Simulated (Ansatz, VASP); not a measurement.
**One calculation of Ga, two programs**

```xyz
1
Lattice="2.7165 0.0000 0.0000 0.0000 2.7165 0.0000 0.0000 0.0000 2.7165" Properties=species:S:1:pos:R:3 pbc="T T T"
Ga    0.0000    0.0000    0.0000
```

Alike in both runs: task single point; functional PBE; k mesh 10 × 10 × 10; occupations gaussian, width 0.018 eV; no spin polarisation.

```csv
,VASP,Ansatz
version,VASP 6.6.1,Ansatz 0.2.0
potentials or method,"VASP PAW PBE potentials, release 64 (Ga_d)",Ansatz PAW
plane-wave cutoff (eV),500,420
valence electrons in the cell,13,13
```

|  | VASP | Ansatz | Ansatz less VASP |
| --- | --- | --- | --- |
| gap on the k mesh at the Fermi level (eV) | none | none | - |
| pressure (GPa) | 0.6 | 0.6 | -0.05 |

A gap of «none» marks a metal or a gap that the smearing closes. The functional is the same, so the differences come from potentials, cutoffs and numerics.
